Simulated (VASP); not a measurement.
# Rh (Fm-3m) in VASP: a series of runs, part 3 of 3

VASP 6.6.1. Earlier steps stand in the parts before.

## 5. Single point, LDA

This run uses another cell than the first one, of 13.22 Å³/atom, 0.967 times its volume.

File INCAR:

```
SYSTEM = Rh
PREC = Accurate
ENCUT = 520
EDIFF = 1E-6
ISMEAR = -1
SIGMA = 0.05
LREAL = .FALSE.
LASPH = .TRUE.
NELM = 60
ALGO = Fast
ISIF = 2
LWAVE = .FALSE.
LCHARG = .FALSE.
NBANDS = 14
```

File KPOINTS:

```
regular mesh
0
G
  12 12 12
  0 0 0
```

File POSCAR:

```
Rh
1.0
    0.0000000000      1.8765299240      1.8765299240
    1.8765299240      0.0000000000      1.8765299240
    1.8765299240      1.8765299240      0.0000000000
Rh
1
Direct
    0.0000000000      0.0000000000      0.0000000000
```

Potentials or basis: VASP PAW LDA potentials, release 64 (Rh_pv).

On the command line:

```
> cat potpaw_LDA.64/Rh_pv/POTCAR > POTCAR
> mpirun -np 1 vasp_std > vasp.out
```

OUTCAR:

```text
SYSTEM = Rh
   PREC = Accurate
   ENCUT = 520
   EDIFF = 1E-6
   ISMEAR = -1
   LREAL = .FALSE.
   LASPH = .TRUE.
   NELM = 60
   ISIF = 2

 ion  position               nearest neighbor table
   1  0.000  0.000  0.000-

  LATTYP: Found a face centered cubic cell.
 ALAT       =     3.7530598480

  Lattice vectors:

 A1 = (   0.0000000000,   1.8765299240,   1.8765299240)
 A2 = (   1.8765299240,   0.0000000000,   1.8765299240)
 A3 = (   1.8765299240,   1.8765299240,   0.0000000000)

Analysis of symmetry for initial positions (statically):
[... 33 lines left out ...]
                                     Primitive cell

  volume of cell :      13.2159

  direct lattice vectors                    reciprocal lattice vectors
     0.000000000  1.876529924  1.876529924    -0.266449255  0.266449255  0.266449255
     1.876529924  0.000000000  1.876529924     0.266449255 -0.266449255  0.266449255
     1.876529924  1.876529924  0.000000000     0.266449255  0.266449255 -0.266449255

  length of vectors
     2.653814069  2.653814069  2.653814069     0.461503647  0.461503647  0.461503647

  position of ions in fractional coordinates (direct lattice)
     0.000000000  0.000000000  0.000000000

  ion indices of the primitive-cell ions
   primitive index   ion index
                 1           1

----------------------------------------------------------------------------------------

 KPOINTS: regular mesh

Automatic generation of k-mesh.
 Grid dimensions read from file:
 generate k-points for:   12   12   12

 Generating k-lattice:

  Cartesian coordinates                     Fractional coordinates (reciprocal lattice)
    -0.022204105  0.022204105  0.022204105     0.083333333  0.000000000  0.000000000
     0.022204105 -0.022204105  0.022204105     0.000000000  0.083333333  0.000000000
     0.022204105  0.022204105 -0.022204105     0.000000000  0.000000000  0.083333333

  Length of vectors
     0.038458637  0.038458637  0.038458637

  Shift w.r.t. Gamma in fractional coordinates (k-lattice)
     0.000000000  0.000000000  0.000000000

 Subroutine IBZKPT returns following result:
 ===========================================

 Found     72 irreducible k-points:

 Following reciprocal coordinates:
            Coordinates               Weight
  0.000000  0.000000  0.000000      1.000000
  0.083333  0.000000  0.000000      8.000000
  0.166667  0.000000  0.000000      8.000000
  0.250000  0.000000  0.000000      8.000000
  0.333333  0.000000  0.000000      8.000000
  0.416667  0.000000  0.000000      8.000000
[... 16 lines left out ...]
  0.500000  0.166667  0.000000     24.000000
 -0.416667  0.166667  0.000000     24.000000
 [... further k-points ...]
   k-points           NKPTS =     72   k-points in BZ     NKDIM =     72   number of bands    NBANDS=     14
   number of dos      NEDOS =    301   number of ions     NIONS =      1
   total plane-waves  NPLWV =   8000
   dimension x,y,z NGX =    20 NGY =   20 NGZ =   20
   dimension x,y,z NGXF=    40 NGYF=   40 NGZF=   40
   ions per type =               1
   NGX,Y,Z   is equivalent  to a cutoff of  12.53, 12.53, 12.53 a.u.
   NGXF,Y,Z  is equivalent  to a cutoff of  25.06, 25.06, 25.06 a.u.
 SYSTEM =  Rh
   PREC   = accura    normal or accurate (medium, high low for compatibility)
   ISTART =      0    job   : 0-new  1-cont  2-samecut
   ICHARG =      2    charge: 1-file 2-atom 10-const
   ISPIN  =      1    spin polarized calculation?
   LNONCOLLINEAR =      F non collinear calculations
   LSORBIT =      F    spin-orbit coupling
   LASPH  =      T    aspherical Exc in radial PAW
   ENCUT  =  520.0 eV  38.22 Ry    6.18 a.u.   4.93  4.93  4.93*2*pi/ulx,y,z
   NELM   =     60;   NELMIN=  2; NELMDL= -5     # of ELM steps
   EDIFF  = 0.1E-05   stopping-criterion for ELM
   LREAL  =      F    real-space projection
   EDIFFG = 0.1E-04   stopping-criterion for IOM
   NSW    =      0    number of steps for IOM
   IBRION =     -1    ionic relax: 0-MD 1-quasi-New 2-CG
   NFREE  =      0    steps in history (QN), initial steepest desc. (CG)
   ISIF   =      2    stress and relaxation
   ISYM   =      2    0-nonsym 1-usesym 2-fastsym
   POTIM  = 0.5000    time-step for ionic-motion
   TEBEG  =    0.0;   TEEND  =   0.0 temperature during run
   PSTRESS=    0.0 pullay stress
   NELECT =      15.0000    total number of electrons
   NUPDOWN=      -1.0000    fix difference up-down
   EMIN   =  10.00;   EMAX   =-10.00  energy-range for DOS
   EFERMI =   0.00;   METHOD = LEGACY
   ISMEAR =    -1;   SIGMA  =   0.05  broadening in eV -4-tet -1-fermi 0-gaus
   EFERMI_NEDOS =   21; number of points for ismear=-14 and -15
   IALGO  =     68    algorithm
   IMIX   =      4    mixing-type and parameters
     AMIX     =   0.40;   BMIX     =  1.00
     AMIX_MAG =   1.60;   BMIX_MAG =  1.00
  volume/ion in A,a.u.               =      13.22        89.19
  Fermi-wavevector in a.u.,A,eV,Ry     =   1.707680  3.227047 39.676903  2.916170
  Thomas-Fermi vector in A             =   2.786488
   LORBIT       =      0    0 simple, 1 ext, 2 COOP (PROOUT), +10 PAW based schemes
   GGA     = CA    functional components
   LHFCALC =     F    Hartree Fock is set to
   AEXX    =    0.0000 exact exchange contribution
   IVDW    =     0    specifies the selected vdW correction
   LEPSILON=     F    determine dielectric tensor
   LRPA    =     F    only Hartree local field effects (RPA)
 non-spin polarized calculation
 RMM-DIIS sequential band-by-band and
  energy-cutoff  :      520.00
  volume of cell :       13.22
 maximum number of plane-waves:       366
   NGX =  9   NGY =  9   NGZ =  9

 number of electron      15.0000002 magnetization

 Free energy of the ion-electron system (eV)
  ---------------------------------------------------
  ext. energy  EPLUGINS =         0.00000000
  ---------------------------------------------------
  free energy    TOTEN  =        -8.69207339 eV

  energy without entropy =       -8.68443098  energy(sigma->0) =       -8.68825218

 E-fermi :  12.4715     XC(G=0): -14.6072

 val. band max:       12.3776687422   @ k =   0.3333   0.0833   0.0000
 cond. band min:      12.5102201910   @ k =   0.5000   0.4167   0.0000
 fundamental gap:      0.1325514489
 Fermi energy:        12.4714628890

 k-point     1 :       0.0000    0.0000    0.0000
  band No.  band energies     occupation
      1     -33.7964      2.00000
      2     -33.7964      2.00000
      3     -33.7964      2.00000
      4       4.1344      2.00000
      5       9.1402      2.00000
      6       9.1402      2.00000
      7       9.1402      2.00000
      8      11.3985      2.00000
      9      11.3985      2.00000
     10      28.3681      0.00000
     11      32.6540      0.00000
     12      34.0002      0.00000
     13      34.0002      0.00000
     14      34.0002      0.00000

 k-point     2 :       0.0833    0.0000    0.0000
  band No.  band energies     occupation
      1     -33.8558      2.00000
      2     -33.8043      2.00000
      3     -33.8043      2.00000
      4       4.4226      2.00000
      5       9.0130      2.00000
      6       9.2527      2.00000
      7       9.2527      2.00000
      8      11.3360      2.00000
      9      11.3360      2.00000
     10      28.7982      0.00000
     11      32.6044      0.00000
     12      32.6805      0.00000
     13      34.4375      0.00000
     14      34.4375      0.00000

 k-point     3 :       0.1667    0.0000    0.0000
  band No.  band energies     occupation
      1     -34.0163      2.00000
      2     -33.8259      2.00000
      3     -33.8259      2.00000
      4       5.1828      2.00000
      5       8.7909      2.00000
      6       9.4819      2.00000
      7       9.4819      2.00000
      8      11.2802      2.00000
      9      11.2802      2.00000
     10      29.7557      0.00000
     11      30.2649      0.00000
     12      32.6554      0.00000
     13      35.6571      0.00000
     14      35.6571      0.00000
[... 324 lines left out ...]
 k-point    23 :       0.5000    0.1667    0.0000
  band No.  band energies     occupation
      1     -34.5640      2.00000
      2     -34.0410      2.00000
      3     -33.9627      2.00000
      4       6.6417      2.00000
      5       8.4291      2.00000
      6       9.8797      2.00000
      7       9.9868      2.00000
      8      13.1279      0.00000
      9      16.1171      0.00000
     10      21.9117      0.00000
     11      28.9842      0.00000
     12      32.2055      0.00000
     13      32.5441      0.00000
     14      32.6880      0.00000

 k-point    24 :      -0.4167    0.1667    0.0000
  band No.  band energies     occupation
      1     -34.5714      2.00000
      2     -34.0693      2.00000
      3     -33.9451      2.00000
      4       6.7137      2.00000
      5       8.4418      2.00000
      6       9.7833      2.00000
      7      10.2453      2.00000
      8      12.7255      0.01235
      9      16.7102      0.00000
     10      21.5120      0.00000
     11      28.6868      0.00000
     12      31.5776      0.00000
     13      32.6582      0.00000
     14      33.3549      0.00000

 [... further k-points ...]
[... 5 lines left out ...]
  --------------------------------------------------------------------------------------
  -------------------------------------------------------------------------------------
  Total        0.0822955      0.0822955      0.0822955      0.0000000      0.0000000      0.0000000
  in kB        9.9767724      9.9767724      9.9767724      0.0000000      0.0000000      0.0000000
  external PRESSURE =       9.9767724 kB  Pullay stress =       0.0000000 kB

 VOLUME and BASIS-vectors are now :
 -----------------------------------------------------------------------------
  energy-cutoff  :      520.00
  volume of cell :       13.22
      direct lattice vectors                 reciprocal lattice vectors
     0.000000000  1.876529924  1.876529924    -0.266449255  0.266449255  0.266449255
     1.876529924  0.000000000  1.876529924     0.266449255 -0.266449255  0.266449255
     1.876529924  1.876529924  0.000000000     0.266449255  0.266449255 -0.266449255

 POSITION                                       TOTAL-FORCE (eV/Angst)
 -----------------------------------------------------------------------------------
      0.00000      0.00000      0.00000         0.000000      0.000000      0.000000
 -----------------------------------------------------------------------------------
    total drift:                                0.000000     -0.000000      0.000000

  FREE ENERGIE OF THE ION-ELECTRON SYSTEM (eV)
  ---------------------------------------------------
  free  energy   TOTEN  =        -8.6920733864 eV

  energy  without entropy=       -8.6844309762  energy(sigma->0) =       -8.68825218
```

OSZICAR:

```text
N       E                     dE             d eps       ncg     rms          rms(c)
DAV:   1     0.118257853468E+03    0.11826E+03   -0.86456E+03  2024   0.115E+03
DAV:   2    -0.764591968265E+01   -0.12590E+03   -0.12011E+03  2256   0.341E+02
DAV:   3    -0.926146031771E+01   -0.16155E+01   -0.16130E+01  2370   0.420E+01
DAV:   4    -0.926730561424E+01   -0.58453E-02   -0.58451E-02  2322   0.262E+00
DAV:   5    -0.926735481341E+01   -0.49199E-04   -0.49200E-04  2298   0.212E-01    0.117E+01
RMM:   6    -0.872099727153E+01    0.54636E+00   -0.84399E-01  2160   0.888E+00    0.405E+00
RMM:   7    -0.869754309287E+01    0.23454E-01   -0.32270E-02  2168   0.187E+00    0.179E+00
RMM:   8    -0.869231931251E+01    0.52238E-02   -0.71752E-03  2369   0.102E+00    0.238E-01
RMM:   9    -0.869205906552E+01    0.26025E-03   -0.68417E-04  2462   0.302E-01    0.849E-03
RMM:  10    -0.869207302279E+01   -0.13957E-04   -0.92906E-05  2467   0.125E-01    0.882E-03
RMM:  11    -0.869207338637E+01   -0.36358E-06   -0.82338E-06  2331   0.364E-02
   1 F= -.86920734E+01 E0= -.86882522E+01  d E =-.764241E-02
```

stdout:

```text
POSCAR found type information on POSCAR Rh
 POSCAR found :  1 types and       1 ions
 scaLAPACK will be used
 LDA part: xc-table for (Slater(with rela. corr.)+CA(PZ))
 , standard interpolation
 POSCAR, INCAR and KPOINTS ok, starting setup
 FFT: planning ... GRIDC
 FFT: planning ... GRID_SOFT
 FFT: planning ... GRID
 WAVECAR not read
 entering main loop
```

It took 4.8 s on 1 thread of Intel Xeon 6975P-C (Granite Rapids), shared host; peak memory 0.12 GiB.

What came out:

| Property | Result |
| --- | --- |
| Free energy | -8.6921 eV |
| Pressure | 1.0 GPa |

## 6. Single point, PBEsol

This run uses another cell than the first one, of 13.50 Å³/atom, 0.987 times its volume.

File INCAR:

```
PREC = Accurate
ENCUT = 520
EDIFF = 1E-7
ISMEAR = -1
SIGMA = 0.05
LREAL = F
LASPH = T
NELM = 80
ALGO = Normal
ISIF = 2
LWAVE = F
LCHARG = T
GGA = PS
LELF = T
LVHAR = T
NBANDS = 14
```

File KPOINTS:

```
Automatic mesh
0
Gamma
  12 12 12
```

File POSCAR:

```
Rh
1.0
    0.0000000000      1.8896497237      1.8896497237
    1.8896497237      0.0000000000      1.8896497237
    1.8896497237      1.8896497237      0.0000000000
Rh
1
Direct
    0.0000000000      0.0000000000      0.0000000000
```

Potentials or basis: VASP PAW PBE potentials, release 64 (Rh_pv).

On the command line:

```
> cat potpaw_PBE.64/Rh_pv/POTCAR > POTCAR
> mpirun -np 1 vasp_std > vasp.out
```

It took 5.3 s on 1 thread of Intel Xeon 6975P-C (Granite Rapids), shared host; peak memory 0.13 GiB.

It converged, with:

| Item | Value |
| --- | --- |
| Free energy | -8.1463 eV |
| Pressure | -0.1 GPa |

Levels at points of the mesh, in eV from the Fermi level:
```csv
k point,band 5,band 6,band 7,band 8,band 9,band 10
"(0.00, 0.00, 0.00)",-3.21,-3.21,-3.21,-1.04,-1.04,15.91
"(0.50, 0.00, 0.00)",-3.28,-3.28,0.57,0.57,0.62,8.76
"(0.50, 0.50, 0.00)",-6.17,0.55,1.00,1.00,3.19,12.45
```

Caveat: the PAW data sets were made with another functional, which shifts forces and pressure a little.

## 7. Overview

```csv
task,level,potentials or basis,spin,cell,k mesh,cutoff (eV),smearing,grid for exact exchange (PRECFOCK),screening parameter,gap on the mesh (eV),pressure (GPa)
relaxation of cell and atoms,BLYP+D3(BJ),"VASP PAW PBE potentials, release 64 (Rh_pv)",off,"relaxed from a = 2.684 Å, angles 60.0°, 1 atom",12 × 12 × 12,600,fermi-dirac 0.05 eV,-,-,none,0.0
single point,PBEsol,"VASP PAW PBE potentials, release 64 (Rh_pv)","non-collinear, zero start, SOC","a = 2.684 Å, angles 60.0°, 1 atom",9 × 9 × 9,520,methfessel-paxton 0.1 eV,-,-,-,-3.3
single point,HSE06,"VASP PAW PBE potentials, release 64 (Rh_pv)",off,"a = 2.676 Å, angles 60.0°, 1 atom",6 × 6 × 6,520,fermi-dirac 0.05 eV,Normal,0.2079 1/Å,none,0.7
single point,LDA,"VASP PAW LDA potentials, release 64 (Rh_pv)",off,"a = 2.654 Å, angles 60.0°, 1 atom",12 × 12 × 12,520,fermi-dirac 0.05 eV,-,-,none,1.0
single point,PBEsol,"VASP PAW PBE potentials, release 64 (Rh_pv)",off,"a = 2.672 Å, angles 60.0°, 1 atom",12 × 12 × 12,520,fermi-dirac 0.05 eV,-,-,none,-0.1
```

Caveats: some runs use coarse meshes; the PAW data sets were made with another functional, which shifts forces and pressure a little (some runs); pairwise dispersion overbinds metals, which lowers pressure and volume (some runs).

Total energies depend on the potentials used, so only differences within one code and one set of settings carry meaning.
